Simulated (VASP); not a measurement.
# AlN (Pm) in VASP: further runs

AlN is run at these levels: LDA; tasks: single point.

Everything below comes from runs of VASP 6.6.1. Logs are shortened: lines on timing, memory, paths and dates and some standing lists are left out, and cuts for length are marked.

## (1) The cell of the first run

Symmetry: Pm, No. 6, monoclinic system. The conventional cell has a = 3.276 Å, b = 4.101 Å, c = 5.674 Å, α = 90.00°, β = 90.00°, γ = 90.00°. Within 2.2 Å of Al (site symmetry m) lie 4 N at 1.67 to 2.14 Å. Al (site symmetry m) has 5 N at 1.89 to 2.05 Å within 2.5 Å. Al (site symmetry m) has 5 N at 1.89 to 2.05 Å within 2.5 Å. Within 2.5 Å of Al (site symmetry m) lie 5 N at 1.89 to 2.05 Å. N (site symmetry m) has 5 Al at 1.89 to 2.14 Å within 2.5 Å. N (site symmetry m) has 5 Al at 1.89 to 2.05 Å within 2.5 Å. N (site symmetry m) has 4 Al at 1.67 to 2.05 Å within 2.2 Å. N (site symmetry m) has 5 Al at 1.67 to 2.05 Å within 2.2 Å.

## (2) Single point, LDA (atom 1 (Al) moved by +0.000 Å along [1 0 0] and -0.620 Å along [1 2 0])

INCAR

```
PREC = Accurate
ENCUT = 520
EDIFF = 1E-6
ISMEAR = 0
SIGMA = 0.05
LREAL = False
LASPH = True
NELM = 60
ALGO = Normal
ISIF = 2
LWAVE = False
LCHARG = False
GGA = CA
NBANDS = 26
```

KPOINTS

```
Automatic mesh
0
Gamma
  8 6 4
```

POSCAR

```
AlN
1.0
   -1.6378403119      2.8368226349      0.0000000000
    0.0000000000      0.0000000000      4.1006264518
    4.9135209358      2.8368226349      0.0000000000
Al N
4 4
Direct
    0.3360842182      0.7500000000      0.1120280728
    1.0000000000      0.7500000000      0.6666666667
    0.0000000000      0.2500000000      0.3333333333
    0.5000000000      0.2500000000      0.8333333333
    0.5000000000      0.2500000000      0.1666666667
    1.0000000000      0.2500000000      0.6666666667
    0.0000000000      0.7500000000      0.3333333333
    0.5000000000      0.7500000000      0.8333333333
```

Potentials or basis: VASP PAW LDA potentials, release 64 (Al, N).

Run with:

```
$ cat potpaw_LDA.64/Al/POTCAR potpaw_LDA.64/N/POTCAR > POTCAR
$ mpirun -np 1 vasp_std > vasp.out
```

OUTCAR:

```text
PREC = Accurate
   ENCUT = 520
   EDIFF = 1E-6
   ISMEAR = 0
   LREAL = False
   LASPH = True
   NELM = 60
   ISIF = 2
   GGA = CA

 ion  position               nearest neighbor table
   1  0.336  0.750  0.112-   7 1.67   8 1.67   5 2.14   5 2.14   7 2.51   3 2.64   3 2.64   4 2.64
                             4 2.64   2 2.76   3 3.24   3 3.24   2 3.33   2 3.33
   2  0.000  0.750  0.667-   8 1.89   8 1.89   7 1.89   6 2.05   6 2.05   1 2.76   4 2.79   4 2.79
                             4 2.79   4 2.79   3 2.79   3 2.79   1 3.33   1 3.33
   3  0.000  0.250  0.333-   5 1.89   5 1.89   6 1.89   7 2.05   7 2.05   1 2.64   1 2.64   2 2.79
                             2 2.79   1 3.24   1 3.24   4 3.28   4 3.28   4 3.28   4 3.28
   4  0.500  0.250  0.833-   6 1.89   6 1.89   5 1.89   8 2.05   8 2.05   1 2.64   1 2.64   2 2.79
                             2 2.79   2 2.79   2 2.79   3 3.28   3 3.28   3 3.28   3 3.28
   5  0.500  0.250  0.167-   3 1.89   3 1.89   4 1.89   1 2.14   1 2.14
   6  0.000  0.250  0.667-   4 1.89   4 1.89   3 1.89   2 2.05   2 2.05
   7  0.000  0.750  0.333-   1 1.67   2 1.89   3 2.05   3 2.05   1 2.51
   8  0.500  0.750  0.833-   1 1.67   2 1.89   2 1.89   4 2.05   4 2.05

  LATTYP: Found a simple orthorhombic cell.
 ALAT       =     3.2756806238
 B/A-ratio  =     1.2518395176
 C/A-ratio  =     1.7320508076

  Lattice vectors:

 A1 = (  -1.6378403119,   2.8368226349,   0.0000000000)
 A2 = (   0.0000000000,   0.0000000000,   4.1006264518)
 A3 = (   4.9135209358,   2.8368226349,   0.0000000000)

Analysis of symmetry for initial positions (statically):
=====================================================================
 Subroutine PRICEL returns:
 Original cell was already a primitive cell.

 Routine SETGRP: Setting up the symmetry group for a
 simple orthorhombic supercell.

 Subroutine GETGRP returns: Found  2 space group operations
 (whereof  1 operations were pure point group operations)
 out of a pool of  8 trial point group operations.

The static configuration has the point symmetry C_1 .
 The point group associated with its full space group is C_1h.

Analysis of symmetry for dynamics (positions and initial velocities):
=====================================================================
 Subroutine PRICEL returns:
 Original cell was already a primitive cell.

 Routine SETGRP: Setting up the symmetry group for a
 simple orthorhombic supercell.

 Subroutine GETGRP returns: Found  2 space group operations
 (whereof  1 operations were pure point group operations)
 out of a pool of  8 trial point group operations.

The dynamic configuration has the point symmetry C_1 .
 The point group associated with its full space group is C_1h.

 Subroutine INISYM returns: Found  2 space group operations
 (whereof  1 operations are pure point group operations),
 and found     1 'primitive' translations

----------------------------------------------------------------------------------------

                                     Primitive cell

  volume of cell :      76.2103

  direct lattice vectors                    reciprocal lattice vectors
    -1.637840312  2.836822635  0.000000000    -0.152640033  0.264380293  0.000000000
     0.000000000  0.000000000  4.100626452     0.000000000  0.000000000  0.243865178
     4.913520936  2.836822635  0.000000000     0.152640033  0.088126764  0.000000000

  length of vectors
     3.275680624  4.100626452  5.673645270     0.305280067  0.243865178  0.176253529

  position of ions in fractional coordinates (direct lattice)
     0.336084218  0.750000000  0.112028073
     0.000000000  0.750000000  0.666666667
     0.000000000  0.250000000  0.333333333
     0.500000000  0.250000000  0.833333333
     0.500000000  0.250000000  0.166666667
     0.000000000  0.250000000  0.666666667
     0.000000000  0.750000000  0.333333333
     0.500000000  0.750000000  0.833333333

  ion indices of the primitive-cell ions
   primitive index   ion index
                 1           1
                 2           2
                 3           3
                 4           4
                 5           5
                 6           6
                 7           7
                 8           8

----------------------------------------------------------------------------------------

 KPOINTS: Automatic mesh

Automatic generation of k-mesh.
 Grid dimensions read from file:
 generate k-points for:    8    6    4

 Generating k-lattice:

  Cartesian coordinates                     Fractional coordinates (reciprocal lattice)
    -0.019080004  0.033047537  0.000000000     0.125000000  0.000000000  0.000000000
     0.000000000  0.000000000  0.040644196     0.000000000  0.166666667  0.000000000
     0.038160008  0.022031691  0.000000000     0.000000000  0.000000000  0.250000000

  Length of vectors
     0.038160008  0.040644196  0.044063382

  Shift w.r.t. Gamma in fractional coordinates (k-lattice)
     0.000000000  0.000000000  0.000000000

 Subroutine IBZKPT returns following result:
 ===========================================

 Found     72 irreducible k-points:

 Following reciprocal coordinates:
            Coordinates               Weight
  0.000000  0.000000  0.000000      1.000000
  0.125000  0.000000  0.000000      2.000000
  0.250000  0.000000  0.000000      2.000000
  0.375000  0.000000  0.000000      2.000000
  0.500000  0.000000  0.000000      1.000000
  0.000000  0.166667  0.000000      2.000000
[... 16 lines left out ...]
  0.125000  0.000000 -0.250000      2.000000
  0.250000  0.000000  0.250000      2.000000
 [... further k-points ...]
   k-points           NKPTS =     72   k-points in BZ     NKDIM =     72   number of bands    NBANDS=     26
   number of dos      NEDOS =    301   number of ions     NIONS =      8
   total plane-waves  NPLWV =  30240
   dimension x,y,z NGX =    24 NGY =   30 NGZ =   42
   dimension x,y,z NGXF=    48 NGYF=   60 NGZF=   84
   ions per type =               4   4
   NGX,Y,Z   is equivalent  to a cutoff of  12.18, 12.16, 12.31 a.u.
   NGXF,Y,Z  is equivalent  to a cutoff of  24.36, 24.32, 24.61 a.u.
 SYSTEM =  unknown system
   PREC   = accura    normal or accurate (medium, high low for compatibility)
   ISTART =      0    job   : 0-new  1-cont  2-samecut
   ICHARG =      2    charge: 1-file 2-atom 10-const
   ISPIN  =      1    spin polarized calculation?
   LNONCOLLINEAR =      F non collinear calculations
   LSORBIT =      F    spin-orbit coupling
   LASPH  =      T    aspherical Exc in radial PAW
   ENCUT  =  520.0 eV  38.22 Ry    6.18 a.u.   6.09  7.62 10.55*2*pi/ulx,y,z
   NELM   =     60;   NELMIN=  2; NELMDL= -5     # of ELM steps
   EDIFF  = 0.1E-05   stopping-criterion for ELM
   LREAL  =      F    real-space projection
   EDIFFG = 0.1E-04   stopping-criterion for IOM
   NSW    =      0    number of steps for IOM
   IBRION =     -1    ionic relax: 0-MD 1-quasi-New 2-CG
   NFREE  =      0    steps in history (QN), initial steepest desc. (CG)
   ISIF   =      2    stress and relaxation
   ISYM   =      2    0-nonsym 1-usesym 2-fastsym
   POTIM  = 0.5000    time-step for ionic-motion
   TEBEG  =    0.0;   TEEND  =   0.0 temperature during run
   PSTRESS=    0.0 pullay stress
   NELECT =      32.0000    total number of electrons
   NUPDOWN=      -1.0000    fix difference up-down
   EMIN   =  10.00;   EMAX   =-10.00  energy-range for DOS
   EFERMI =   0.00;   METHOD = LEGACY
   ISMEAR =     0;   SIGMA  =   0.05  broadening in eV -4-tet -1-fermi 0-gaus
   EFERMI_NEDOS =   21; number of points for ismear=-14 and -15
   IALGO  =     38    algorithm
   IMIX   =      4    mixing-type and parameters
     AMIX     =   0.40;   BMIX     =  1.00
     AMIX_MAG =   1.60;   BMIX_MAG =  1.00
  volume/ion in A,a.u.               =       9.53        64.29
  Fermi-wavevector in a.u.,A,eV,Ry     =   1.225896  2.316607 20.447110  1.502820
  Thomas-Fermi vector in A             =   2.360917
   LORBIT       =      0    0 simple, 1 ext, 2 COOP (PROOUT), +10 PAW based schemes
   GGA     = CA    functional components
   LHFCALC =     F    Hartree Fock is set to
   AEXX    =    0.0000 exact exchange contribution
   IVDW    =     0    specifies the selected vdW correction
   LEPSILON=     F    determine dielectric tensor
   LRPA    =     F    only Hartree local field effects (RPA)
 non-spin polarized calculation
 Gauss-broadening in eV      SIGMA  =   0.05
  energy-cutoff  :      520.00
  volume of cell :       76.21
 maximum number of plane-waves:      2088
   NGX = 13   NGY = 15   NGZ = 21

 number of electron      32.0000003 magnetization

 Free energy of the ion-electron system (eV)
  ---------------------------------------------------
  ext. energy  EPLUGINS =         0.00000000
  ---------------------------------------------------
  free energy    TOTEN  =       -62.61408437 eV

  energy without entropy =      -62.61408437  energy(sigma->0) =      -62.61408437

 E-fermi :   8.4923     XC(G=0): -11.6736

 val. band max:        8.2258982243   @ k =   0.0000   0.0000   0.0000
 cond. band min:      10.5621333340   @ k =   0.0000   0.0000   0.0000
 fundamental gap:      2.3362351097
 Fermi energy:         8.4922585873

 k-point     1 :       0.0000    0.0000    0.0000
  band No.  band energies     occupation
      1      -9.0856      2.00000
      2      -6.6626      2.00000
      3      -5.9362      2.00000
      4      -4.5603      2.00000
      5       0.8202      2.00000
      6       1.3789      2.00000
[... 18 lines left out ...]
     25      17.3695      0.00000
     26      18.9273      0.00000

 k-point     2 :       0.1250    0.0000    0.0000
  band No.  band energies     occupation
      1      -8.9497      2.00000
      2      -6.5558      2.00000
      3      -5.9618      2.00000
      4      -4.5674      2.00000
      5       0.9654      2.00000
      6       1.2761      2.00000
[... 18 lines left out ...]
     25      18.1388      0.00000
[... 608 lines left out ...]
     25      17.6963      0.00000
     26      18.1516      0.00000

 k-point    24 :       0.2500    0.0000    0.2500
  band No.  band energies     occupation
      1      -8.4555      2.00000
      2      -6.7817      2.00000
      3      -5.7140      2.00000
      4      -4.6053      2.00000
      5       1.2536      2.00000
      6       1.5120      2.00000
[... 18 lines left out ...]
     25      17.7944      0.00000
     26      17.9474      0.00000

 [... further k-points ...]
[... 5 lines left out ...]
  --------------------------------------------------------------------------------------
  -------------------------------------------------------------------------------------
  Total       13.3968939     -0.3748175      0.6529989      0.5133816      0.0000000      0.0000000
  in kB      281.6441655     -7.8798234     13.7280580     10.7928693      0.0000000      0.0000000
  external PRESSURE =      95.8308001 kB  Pullay stress =       0.0000000 kB

 VOLUME and BASIS-vectors are now :
 -----------------------------------------------------------------------------
  energy-cutoff  :      520.00
  volume of cell :       76.21
      direct lattice vectors                 reciprocal lattice vectors
    -1.637840312  2.836822635  0.000000000    -0.152640033  0.264380293  0.000000000
     0.000000000  0.000000000  4.100626452     0.000000000  0.000000000  0.243865178
     4.913520936  2.836822635  0.000000000     0.152640033  0.088126764  0.000000000

 POSITION                                       TOTAL-FORCE (eV/Angst)
 -----------------------------------------------------------------------------------
      0.00000      1.27122      3.07547         1.684540      5.810648      0.000000
      3.27568      1.89122      3.07547        -1.789086     -1.408992      0.000000
      1.63784      0.94561      1.02516         0.370734     -0.604400      0.000000
      3.27568      3.78243      1.02516        -0.351022      0.408136      0.000000
      0.00000      1.89122      1.02516        -0.637057     -1.883106      0.000000
      3.27568      1.89122      1.02516         0.617670      0.298663      0.000000
      1.63784      0.94561      3.07547         3.657861     -1.157821      0.000000
      3.27568      3.78243      3.07547        -3.553640     -1.463128      0.000000
 -----------------------------------------------------------------------------------
    total drift:                                0.000349     -0.000450     -0.000000

  FREE ENERGIE OF THE ION-ELECTRON SYSTEM (eV)
  ---------------------------------------------------
  free  energy   TOTEN  =       -62.6140843716 eV

  energy  without entropy=      -62.6140843716  energy(sigma->0) =      -62.61408437
```

It took 80 s on 1 thread of Intel Xeon Platinum 8259CL at 2.50GHz (Skylake/Cascade Lake), shared host; peak memory 0.22 GiB.

What came out:

- Free energy: -62.6141 eV
- Pressure: 9.6 GPa
- Largest force: 6.050 eV/Å
- Band gap on the k mesh: 2.34 eV, direct

Forces on the atoms (eV/Å):
```
Al   1.685  5.811  0.000
Al  -1.789 -1.409  0.000
Al   0.371 -0.604  0.000
Al  -0.351  0.408  0.000
N   -0.637 -1.883  0.000
N    0.618  0.299  0.000
N    3.658 -1.158  0.000
N   -3.554 -1.463  0.000
```

Caveat: the cell differs from its parent crystal (atom 1 (Al) moved by +0.000 Å along [1 0 0] and -0.620 Å along [1 2 0]); forces of over 1 eV/Å act on the atoms, so gaps and moduli don't describe the material at rest.

## (3) Single point, LDA (atom 1 (Al) moved by +0.124 Å along [1 0 0] and +0.248 Å along [1 2 0])

INCAR

```
SYSTEM = AlN
  ALGO = Normal
  EDIFF = 1E-6
  ENCUT = 520
  GGA = CA
  ISIF = 2
  ISMEAR = 0
  LASPH = .True.
  LCHARG = .True.
  LELF = .True.
  LREAL = .False.
  LVHAR = .True.
  LWAVE = .False.
  NBANDS = 26
  NELM = 60
  PREC = Accurate
  SIGMA = 0.05
```

KPOINTS

```
k-points
0
Gamma
  8 6 4
  0 0 0
```

POSCAR: that of step 2 with these lines changed.

```diff
@@ -8,3 +8,3 @@
 Direct
-    0.3360842182      0.7500000000      0.1120280728
+    0.5466389486      0.7500000000      0.2074494684
     1.0000000000      0.7500000000      0.6666666667
```

Potentials or basis: VASP PAW LDA potentials, release 64 (Al, N).

Run with:

```
$ cat potpaw_LDA.64/Al/POTCAR potpaw_LDA.64/N/POTCAR > POTCAR
$ mpirun -np 1 vasp_std > vasp.out
```

It took 3.8 min on 1 thread of AMD EPYC 7R13, shared host; peak memory 0.19 GiB.

Results (log left out):

| Quantity | Value |
| --- | --- |
| Free energy | -64.0437 eV |
| Pressure | 4.6 GPa |
| Largest force | 7.418 eV/Å |
| Band gap on the k mesh | 3.27 eV, direct |

Forces in eV/Å, atoms in the order of the input:
```
Al  -1.572 -7.250  0.000
Al   0.982  0.664  0.000
Al  -0.205  0.424  0.000
Al   0.271  0.082  0.000
N    0.754  0.814  0.000
N   -0.456 -0.243  0.000
N   -0.173  5.031  0.000
N    0.399  0.479  0.000
```

Stress tensor (GPa, compression positive):
```
-2.75 -2.73  0.00
-2.73 15.75  0.00
 0.00  0.00  0.65
```

Levels at points of the mesh, in eV from the valence-band top:
```
           k point  band 13  band 14  band 15  band 16  band 17  band 18  band 19  band 20
(0.00, 0.00, 0.00)    -2.09    -1.50    -1.13     0.00     3.27     3.97     4.58     7.08
(0.50, 0.00, 0.00)    -3.03    -2.60    -2.19    -1.88     5.23     5.42     6.02     6.16
(0.00, 0.50, 0.00)    -2.47    -2.26    -1.77    -1.63     4.90     5.14     5.83     6.05
(0.50, 0.50, 0.00)    -1.45    -1.04    -0.91    -0.73     5.68     5.69     6.42     6.58
(0.00, 0.00, 0.50)    -1.97    -1.43    -1.05    -0.87     4.48     5.06     6.34     6.41
(0.50, 0.00, 0.50)    -3.22    -2.88    -1.50    -1.14     3.44     4.09     6.61     7.24
(0.00, 0.50, 0.50)    -2.27    -2.12    -1.64    -1.55     4.82     5.30     5.55     6.04
(0.50, 0.50, 0.50)    -2.21    -1.81    -1.51    -1.45     4.53     4.81     5.29     5.52
```

Caveat: the cell differs from its parent crystal (atom 1 (Al) moved by +0.124 Å along [1 0 0] and +0.248 Å along [1 2 0]); forces of over 1 eV/Å act on the atoms, so gaps and moduli don't describe the material at rest. A k mesh can miss the band edges.

## (4) Single point, LDA (atom 1 (Al) moved by -0.124 Å along [1 0 0] and +0.496 Å along [1 2 0])

INCAR

```
ALGO = Normal
EDIFF = 1E-6
ENCUT = 520
ISIF = 2
ISMEAR = 0
LASPH = True
LCHARG = False
LREAL = False
LWAVE = False
NBANDS = 26
NELM = 80
PREC = Accurate
SIGMA = 0.05
```

KPOINTS

```
k-points
0
Gamma
  8 6 4
```

POSCAR: that of step 3 with these lines changed.

```diff
@@ -8,3 +8,3 @@
 Direct
-    0.5466389486      0.7500000000      0.2074494684
+    0.6500599896      0.7500000000      0.1914501777
     1.0000000000      0.7500000000      0.6666666667
```

Run with:

```
$ cat potpaw_LDA.64/Al/POTCAR potpaw_LDA.64/N/POTCAR > POTCAR
$ mpirun -np 1 vasp_std > vasp.out
```

Run time: 3.8 min. Hardware: 1 thread of AMD EPYC 7R13, shared host; peak memory 0.19 GiB.

The run converged. Its results:

| Quantity | Value |
| --- | --- |
| Free energy | -60.4794 eV |
| Pressure | 19.5 GPa |
| Largest force | 25.972 eV/Å |
| Band gap on the k mesh | 3.40 eV, direct |

Forces on the atoms (eV/Å):
```
Al   -1.909 -25.901   0.000
Al    0.296   0.480   0.000
Al   -0.228   1.360   0.000
Al    0.307  -0.070   0.000
N     0.003   1.312   0.000
N    -0.382  -0.197   0.000
N     1.657  22.032   0.000
N     0.257   0.985   0.000
```

Stress tensor (GPa, compression positive):
```
-3.52  6.28  0.00
 6.28 60.56  0.00
 0.00  0.00  1.36
```

Levels at points of the mesh, in eV from the valence-band top:
```tsv
k point	band 13	band 14	band 15	band 16	band 17	band 18	band 19	band 20
(0.00, 0.00, 0.00)	-1.79	-1.51	-1.15	0.00	3.40	3.68	4.56	6.95
(0.50, 0.00, 0.00)	-3.12	-2.37	-2.24	-1.74	5.38	5.63	6.00	6.13
(0.00, 0.50, 0.00)	-2.42	-2.14	-1.82	-1.53	5.05	5.18	5.63	5.91
(0.50, 0.50, 0.00)	-1.52	-1.00	-0.71	-0.70	5.42	6.13	6.23	6.69
(0.00, 0.00, 0.50)	-1.56	-1.41	-1.09	-0.84	4.58	4.78	5.90	6.35
(0.50, 0.00, 0.50)	-3.30	-2.62	-1.60	-0.97	3.87	3.93	6.96	7.05
(0.00, 0.50, 0.50)	-2.30	-2.12	-1.61	-1.45	5.17	5.38	5.43	5.57
(0.50, 0.50, 0.50)	-2.29	-1.59	-1.46	-1.43	4.80	5.06	5.19	5.40
```

Caveat: the cell differs from its parent crystal (atom 1 (Al) moved by -0.124 Å along [1 0 0] and +0.496 Å along [1 2 0]); forces of over 1 eV/Å act on the atoms, so gaps and moduli don't describe the material at rest.
